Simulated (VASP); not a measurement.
# Ni (Im-3m) in VASP: further runs

The runs below take Ni through single point, with r2SCAN.

Program: VASP 6.6.1. These are calculated values, not measurements. Logs are shortened: lines on timing, memory, paths and dates and some standing lists are left out, and cuts for length are marked.

**1. The cell of the first run**

Symmetry: Im-3m, No. 229, cubic system. Conventional cell: a = 2.680 Å, b = 2.680 Å, c = 2.680 Å, α = 90.00°, β = 90.00°, γ = 90.00°. Within 3.1 Å of Ni (site symmetry m-3m) lie 14 Ni at 2.32 to 2.68 Å.

**2. Single point, r2SCAN (volume scaled by 0.92)**

File POSCAR:

```
Ni
1.0
   -1.3402045920      1.3402045920      1.3402045920
    1.3402045920     -1.3402045920      1.3402045920
    1.3402045920      1.3402045920     -1.3402045920
Ni
1
Direct
    0.0000000000      0.0000000000      0.0000000000
```

File INCAR.step1:

```
SYSTEM = Ni
PREC = Accurate
ENCUT = 520
ISMEAR = -1
SIGMA = 0.1
LREAL = .FALSE.
LASPH = .TRUE.
NELM = 60
NBANDS = 11
GGA = PE
ALGO = Normal
EDIFF = 1E-4
LWAVE = .TRUE.
LCHARG = .FALSE.
```

File INCAR.step2:

```
SYSTEM = Ni
PREC = Accurate
ENCUT = 520
EDIFF = 1E-6
ISMEAR = -1
SIGMA = 0.1
LREAL = .FALSE.
LASPH = .TRUE.
NELM = 60
ALGO = Normal
ISIF = 2
LWAVE = .FALSE.
LCHARG = .FALSE.
METAGGA = R2SCAN
LMIXTAU = .TRUE.
NBANDS = 11
ISTART = 1
```

File KPOINTS:

```
Automatic mesh
0
G
  18 18 18
  0 0 0
```

Potentials or basis: VASP PAW PBE potentials, release 64 (Ni).

Run with:

```bash
cat potpaw_PBE.64/Ni/POTCAR > POTCAR
cp INCAR.step1 INCAR
mpirun -np 1 vasp_std > vasp.out
cp INCAR.step2 INCAR
mpirun -np 1 vasp_std > vasp.out
```

OUTCAR:

```text
SYSTEM = Ni
   PREC = Accurate
   ENCUT = 520
   EDIFF = 1E-6
   ISMEAR = -1
   LREAL = .FALSE.
   LASPH = .TRUE.
   NELM = 60
   ISIF = 2
   METAGGA = R2SCAN
   ISTART = 1

 ion  position               nearest neighbor table
   1  0.000  0.000  0.000-

  LATTYP: Found a body centered cubic cell.
 ALAT       =     2.6804091840

  Lattice vectors:

 A1 = (  -1.3402045920,   1.3402045920,   1.3402045920)
 A2 = (   1.3402045920,  -1.3402045920,   1.3402045920)
 A3 = (   1.3402045920,   1.3402045920,  -1.3402045920)

Analysis of symmetry for initial positions (statically):
=====================================================================
 Subroutine PRICEL returns:
 Original cell was already a primitive cell.

 Routine SETGRP: Setting up the symmetry group for a
 body centered cubic supercell.

 Subroutine GETGRP returns: Found 48 space group operations
 (whereof 48 operations were pure point group operations)
 out of a pool of 48 trial point group operations.

The static configuration has the point symmetry O_h .

Analysis of symmetry for dynamics (positions and initial velocities):
=====================================================================
 Subroutine PRICEL returns:
 Original cell was already a primitive cell.

 Routine SETGRP: Setting up the symmetry group for a
 body centered cubic supercell.

 Subroutine GETGRP returns: Found 48 space group operations
 (whereof 48 operations were pure point group operations)
 out of a pool of 48 trial point group operations.

The dynamic configuration has the point symmetry O_h .

 Subroutine INISYM returns: Found 48 space group operations
 (whereof 48 operations are pure point group operations),
 and found     1 'primitive' translations

----------------------------------------------------------------------------------------

                                     Primitive cell

  volume of cell :       9.6288

  direct lattice vectors                    reciprocal lattice vectors
    -1.340204592  1.340204592  1.340204592     0.000000000  0.373077367  0.373077367
     1.340204592 -1.340204592  1.340204592     0.373077367  0.000000000  0.373077367
     1.340204592  1.340204592 -1.340204592     0.373077367  0.373077367  0.000000000

  length of vectors
     2.321302446  2.321302446  2.321302446     0.527611072  0.527611072  0.527611072

  position of ions in fractional coordinates (direct lattice)
     0.000000000  0.000000000  0.000000000

  ion indices of the primitive-cell ions
   primitive index   ion index
                 1           1

----------------------------------------------------------------------------------------

 KPOINTS: Automatic mesh

Automatic generation of k-mesh.
 Grid dimensions read from file:
 generate k-points for:   18   18   18

 Generating k-lattice:

  Cartesian coordinates                     Fractional coordinates (reciprocal lattice)
     0.000000000  0.020726520  0.020726520     0.055555556  0.000000000  0.000000000
     0.020726520  0.000000000  0.020726520     0.000000000  0.055555556  0.000000000
     0.020726520  0.020726520  0.000000000     0.000000000  0.000000000  0.055555556

  Length of vectors
     0.029311726  0.029311726  0.029311726

  Shift w.r.t. Gamma in fractional coordinates (k-lattice)
     0.000000000  0.000000000  0.000000000

 Subroutine IBZKPT returns following result:
 ===========================================

 Found    195 irreducible k-points:

 Following reciprocal coordinates:
            Coordinates               Weight
  0.000000  0.000000  0.000000      1.000000
  0.055556  0.000000  0.000000     12.000000
  0.111111  0.000000  0.000000     12.000000
  0.166667  0.000000  0.000000     12.000000
  0.222222  0.000000  0.000000     12.000000
  0.277778  0.000000  0.000000     12.000000
[... 16 lines left out ...]
  0.333333  0.111111  0.000000     48.000000
  0.388889  0.111111 -0.000000     48.000000
 [... further k-points ...]
   k-points           NKPTS =    195   k-points in BZ     NKDIM =    195   number of bands    NBANDS=     11
   number of dos      NEDOS =    301   number of ions     NIONS =      1
   total plane-waves  NPLWV =   5832
   dimension x,y,z NGX =    18 NGY =   18 NGZ =   18
   dimension x,y,z NGXF=    36 NGYF=   36 NGZF=   36
   ions per type =               1
   NGX,Y,Z   is equivalent  to a cutoff of  12.89, 12.89, 12.89 a.u.
   NGXF,Y,Z  is equivalent  to a cutoff of  25.78, 25.78, 25.78 a.u.
 SYSTEM =  Ni
   PREC   = accura    normal or accurate (medium, high low for compatibility)
   ISTART =      1    job   : 0-new  1-cont  2-samecut
   ICHARG =      0    charge: 1-file 2-atom 10-const
   ISPIN  =      1    spin polarized calculation?
   LNONCOLLINEAR =      F non collinear calculations
   LSORBIT =      F    spin-orbit coupling
   LASPH  =      T    aspherical Exc in radial PAW
   ENCUT  =  520.0 eV  38.22 Ry    6.18 a.u.   4.32  4.32  4.32*2*pi/ulx,y,z
   NELM   =     60;   NELMIN=  2; NELMDL=  0     # of ELM steps
   EDIFF  = 0.1E-05   stopping-criterion for ELM
   LREAL  =      F    real-space projection
   EDIFFG = 0.1E-04   stopping-criterion for IOM
   NSW    =      0    number of steps for IOM
   IBRION =     -1    ionic relax: 0-MD 1-quasi-New 2-CG
   NFREE  =      0    steps in history (QN), initial steepest desc. (CG)
   ISIF   =      2    stress and relaxation
   ISYM   =      2    0-nonsym 1-usesym 2-fastsym
   POTIM  = 0.5000    time-step for ionic-motion
   TEBEG  =    0.0;   TEEND  =   0.0 temperature during run
   PSTRESS=    0.0 pullay stress
   NELECT =      10.0000    total number of electrons
   NUPDOWN=      -1.0000    fix difference up-down
   EMIN   =  10.00;   EMAX   =-10.00  energy-range for DOS
   EFERMI =   0.00;   METHOD = LEGACY
   ISMEAR =    -1;   SIGMA  =   0.10  broadening in eV -4-tet -1-fermi 0-gaus
   EFERMI_NEDOS =   21; number of points for ismear=-14 and -15
   IALGO  =     38    algorithm
   IMIX   =      4    mixing-type and parameters
     AMIX     =   0.40;   BMIX     =  1.00
     AMIX_MAG =   1.60;   BMIX_MAG =  1.00
  volume/ion in A,a.u.               =       9.63        64.98
  Fermi-wavevector in a.u.,A,eV,Ry     =   1.657870  3.132919 37.396048  2.748532
  Thomas-Fermi vector in A             =   2.745548
   LORBIT       =      0    0 simple, 1 ext, 2 COOP (PROOUT), +10 PAW based schemes
   METAGGA = R2SCAN    functional components
   LHFCALC =     F    Hartree Fock is set to
   AEXX    =    0.0000 exact exchange contribution
   IVDW    =     0    specifies the selected vdW correction
   LEPSILON=     F    determine dielectric tensor
   LRPA    =     F    only Hartree local field effects (RPA)
 non-spin polarized calculation
  energy-cutoff  :      520.00
  volume of cell :        9.63
 maximum number of plane-waves:       268
 NGX is ok and might be reduce to    18
   NGX =  9   NGY =  9   NGZ =  9

 number of electron       9.9999996 magnetization

 Free energy of the ion-electron system (eV)
  ---------------------------------------------------
  ext. energy  EPLUGINS =         0.00000000
  ---------------------------------------------------
  free energy    TOTEN  =       -11.74925163 eV

  energy without entropy =      -11.69798000  energy(sigma->0) =      -11.72361581

 E-fermi :  10.8028     XC(G=0): -15.2064

 val. band max:       10.7958209405   @ k =  -0.3333   0.3333   0.1111
 cond. band min:      10.8078930447   @ k =  -0.4444   0.4444   0.4444
 fundamental gap:      0.0120721043
 Fermi energy:        10.8028233746

 k-point     1 :       0.0000    0.0000    0.0000
  band No.  band energies     occupation
      1       0.7475      2.00000
      2       8.5139      2.00000
      3       8.5139      2.00000
      4       8.5140      2.00000
      5      10.0224      1.99918
      6      10.0224      1.99918
      7      39.7239      0.00000
      8      39.7239      0.00000
      9      39.7240      0.00000
     10      45.6660      0.00000
     11      45.6660      0.00000

 k-point     2 :       0.0556    0.0000    0.0000
  band No.  band energies     occupation
      1       0.8933      2.00000
      2       8.4761      2.00000
      3       8.5101      2.00000
      4       8.5859      2.00000
      5       9.9842      1.99944
      6      10.0254      1.99916
      7      38.6552      0.00000
      8      39.4942      0.00000
      9      39.5802      0.00000
     10      44.9318      0.00000
     11      45.7530      0.00000

 k-point     3 :       0.1111    0.0000    0.0000
  band No.  band energies     occupation
      1       1.3233      2.00000
      2       8.3683      2.00000
      3       8.4880      2.00000
      4       8.7965      2.00000
      5       9.8926      1.99978
      6      10.0350      1.99908
      7      36.2219      0.00000
      8      38.6903      0.00000
      9      39.2246      0.00000
     10      43.5082      0.00000
     11      44.2946      0.00000

 k-point     4 :       0.1667    0.0000    0.0000
  band No.  band energies     occupation
      1       2.0134      2.00000
      2       8.2054      2.00000
      3       8.4266      2.00000
      4       9.1290      2.00000
      5       9.8066      1.99991
      6      10.0527      1.99890
      7      33.2644      0.00000
      8      37.3934      0.00000
      9      38.7939      0.00000
     10      41.3290      0.00000
     11      43.2174      0.00000
[... 239 lines left out ...]
 k-point    22 :       0.2778    0.1111    0.0000
  band No.  band energies     occupation
      1       5.1148      2.00000
      2       7.6279      2.00000
      3       8.1982      2.00000
      4       9.8166      1.99990
      5      10.2609      1.99118
      6      11.0415      0.16832
      7      24.4705      0.00000
      8      30.4405      0.00000
      9      34.7473      0.00000
     10      39.5940      0.00000
     11      45.0659      0.00000

 k-point    23 :       0.3333    0.1111    0.0000
  band No.  band energies     occupation
      1       5.6060      2.00000
      2       7.4913      2.00000
      3       8.6319      2.00000
      4       9.9211      1.99970
      5      10.3570      1.97710
      6      11.7597      0.00014
      7      21.8566      0.00000
      8      29.7094      0.00000
      9      33.8094      0.00000
     10      39.4119      0.00000
     11      45.0371      0.00000

 k-point    24 :       0.3889    0.1111   -0.0000
  band No.  band energies     occupation
      1       5.7697      2.00000
      2       7.4061      2.00000
      3       9.0902      2.00000
      4       9.9756      1.99949
      5      10.5098      1.89866
      6      12.5630      0.00000
      7      19.7833      0.00000
      8      29.2510      0.00000
      9      33.2224      0.00000
     10      39.2994      0.00000
     11      45.0240      0.00000

 [... further k-points ...]
[... 5 lines left out ...]
  --------------------------------------------------------------------------------------
  -------------------------------------------------------------------------------------
  Total        1.4007192      1.4007192      1.4007192     -0.0000000      0.0000000     -0.0000000
  in kB      233.0710687    233.0710687    233.0710687     -0.0000000      0.0000000     -0.0000000
  external PRESSURE =     233.0710687 kB  Pullay stress =       0.0000000 kB

 VOLUME and BASIS-vectors are now :
 -----------------------------------------------------------------------------
  energy-cutoff  :      520.00
  volume of cell :        9.63
      direct lattice vectors                 reciprocal lattice vectors
    -1.340204592  1.340204592  1.340204592     0.000000000  0.373077367  0.373077367
     1.340204592 -1.340204592  1.340204592     0.373077367  0.000000000  0.373077367
     1.340204592  1.340204592 -1.340204592     0.373077367  0.373077367  0.000000000

 POSITION                                       TOTAL-FORCE (eV/Angst)
 -----------------------------------------------------------------------------------
      0.00000      0.00000      0.00000         0.000000     -0.000000      0.000000
 -----------------------------------------------------------------------------------
    total drift:                                0.000000     -0.000000      0.000000

  FREE ENERGIE OF THE ION-ELECTRON SYSTEM (eV)
  ---------------------------------------------------
  free  energy   TOTEN  =       -11.7492516315 eV

  energy  without entropy=      -11.6979799950  energy(sigma->0) =      -11.72361581
```

It took 95 s on 1 thread of AMD EPYC 7R43 (Zen 3), shared host; peak memory 0.1 GiB.

What came out:

| Property | Result |
| --- | --- |
| Free energy | -11.7493 eV |
| Pressure | 23.3 GPa |
| Band gap on the k mesh | zero (band 5 reaches 11.30 eV, above the bottom of band 6 at 9.95 eV) |

Caveat: the cell differs from its parent crystal (volume scaled by 0.92); the PAW data sets were made with another functional, which shifts forces and pressure a little; the run has no spin polarisation, though such a crystal can be magnetic. Spin polarisation is off, so any magnetic state and its effect on volume and gap are missing.

**3. Single point, r2SCAN (volume scaled by 0.96)**

File POSCAR:

```
Ni
1.0
   -1.3593529589      1.3593529589      1.3593529589
    1.3593529589     -1.3593529589      1.3593529589
    1.3593529589      1.3593529589     -1.3593529589
Ni
1
Direct
    0.0000000000      0.0000000000      0.0000000000
```

INCAR.step1, as its differences from that of step 2:

```diff
@@ -7,3 +7,3 @@
 LASPH = .TRUE.
-NELM = 60
+NELM = 100
 NBANDS = 11
```

INCAR.step2, as its differences from that of step 2:

```diff
@@ -3,3 +3,3 @@
 ENCUT = 520
-EDIFF = 1E-6
+EDIFF = 1E-7
 ISMEAR = -1
@@ -8,3 +8,3 @@
 LASPH = .TRUE.
-NELM = 60
+NELM = 100
 ALGO = Normal
```

File KPOINTS:

```
regular mesh
0
G
  18 18 18
  0 0 0
```

Potentials or basis: VASP PAW PBE potentials, release 64 (Ni).

Run with:

```bash
cat potpaw_PBE.64/Ni/POTCAR > POTCAR
cp INCAR.step1 INCAR
mpirun -np 1 vasp_std > vasp.out
cp INCAR.step2 INCAR
mpirun -np 1 vasp_std > vasp.out
```

It took 1.7 min on 1 thread of AMD EPYC 7R43 (Zen 3), shared host; peak memory 0.1 GiB.

It converged, with:

```
Free energy            : -11.7928 eV
Pressure               : 10.6 GPa
Band gap on the k mesh : zero (band 5 reaches 10.60 eV, above the bottom of band 6 at 9.33 eV)
```

Levels at points of the mesh, in eV from the Fermi level:
| k point | band 3 | band 4 | band 5 | band 6 | band 7 | band 8 |
| --- | --- | --- | --- | --- | --- | --- |
| (0.00, 0.00, 0.00) | -2.15 | -2.15 | -0.74 | -0.74 | 28.46 | 28.46 |
| (0.50, 0.00, 0.00) | -0.75 | -0.55 | 0.22 | 0.47 | 7.66 | 20.76 |
| (0.50, 0.50, 0.50) | 0.21 | 0.21 | 0.21 | 10.92 | 10.92 | 10.92 |

Caveat: the cell differs from its parent crystal (volume scaled by 0.96); the PAW data sets were made with another functional, which shifts forces and pressure a little; the run has no spin polarisation, though such a crystal can be magnetic. Spin polarisation is off, so any magnetic state and its effect on volume and gap are missing.

**4. Single point, r2SCAN**

This run uses another cell than the first one, of 10.47 Å³/atom, 1.087 times its volume.

File POSCAR:

```
Ni
1.0
   -1.3779765466      1.3779765466      1.3779765466
    1.3779765466     -1.3779765466      1.3779765466
    1.3779765466      1.3779765466     -1.3779765466
Ni
1
Direct
    0.0000000000      0.0000000000      0.0000000000
```

File INCAR.step1:

```
SYSTEM = Ni
ALGO = Normal
EDIFF = 1E-4
ENCUT = 520
GGA = PE
ISMEAR = -1
LASPH = .True.
LCHARG = .False.
LREAL = .False.
LWAVE = .True.
NBANDS = 11
NELM = 60
PREC = Accurate
SIGMA = 0.1
```

File INCAR.step2:

```
SYSTEM = Ni
ALGO = Normal
EDIFF = 1E-6
ENCUT = 520
ISIF = 2
ISMEAR = -1
ISTART = 1
LASPH = .True.
LCHARG = .False.
LMIXTAU = .True.
LREAL = .False.
LWAVE = .False.
METAGGA = R2SCAN
NBANDS = 11
NELM = 60
PREC = Accurate
SIGMA = 0.1
```

File KPOINTS:

```
k-points
0
Gamma
  18 18 18
  0 0 0
```

Run with:

```bash
cat potpaw_PBE.64/Ni/POTCAR > POTCAR
cp INCAR.step1 INCAR
mpirun -np 1 vasp_std > vasp.out
cp INCAR.step2 INCAR
mpirun -np 1 vasp_std > vasp.out
```

It took 1.9 min on 1 thread of AMD EPYC 7R43 (Zen 3), shared host; peak memory 0.1 GiB.

Results (log left out):

```yaml
Free_energy: -11.8068 eV
Pressure: 0.5 GPa
Band_gap_on_the_k_mesh: zero (band 5 reaches 9.95 eV, above the bottom of band 6 at 8.76 eV)
```

Levels at points of the mesh, in eV from the Fermi level:
```csv
k point,band 1,band 2,band 3,band 4,band 5,band 6,band 7,band 8,band 9,band 10
"(0.00, 0.00, 0.00)",-9.42,-2.03,-2.03,-2.03,-0.69,-0.69,28.02,28.02,28.02,33.33
"(0.50, 0.00, 0.00)",-4.72,-3.06,-0.71,-0.52,0.28,0.44,7.33,20.38,21.80,25.30
"(0.50, 0.50, 0.50)",-4.37,-4.37,0.20,0.20,0.20,10.65,10.65,10.65,16.56,16.56
```

Caveat: the PAW data sets were made with another functional, which shifts forces and pressure a little; the run has no spin polarisation, though such a crystal can be magnetic. Spin polarisation is off, so any magnetic state and its effect on volume and gap are missing.

**5. Overview**

| cell | gap on the mesh (eV) | pressure (GPa) |
| --- | --- | --- |
| a = 2.321 Å, angles 109.5°, 1 atom | none | 23.3 |
| a = 2.354 Å, angles 109.5°, 1 atom | none | 10.6 |
| a = 2.387 Å, angles 109.5°, 1 atom | none | 0.5 |

Alike in all rows: task single point; level r2SCAN; potentials or basis VASP PAW PBE potentials, release 64 (Ni); no spin polarisation; k mesh 18 × 18 × 18; cutoff (eV) 520; smearing fermi-dirac 0.1 eV.

Caveats: the PAW data sets were made with another functional, which shifts forces and pressure a little; the run has no spin polarisation, though such a crystal can be magnetic.

Total energies depend on the potentials used, so only differences within one code and one set of settings carry meaning.
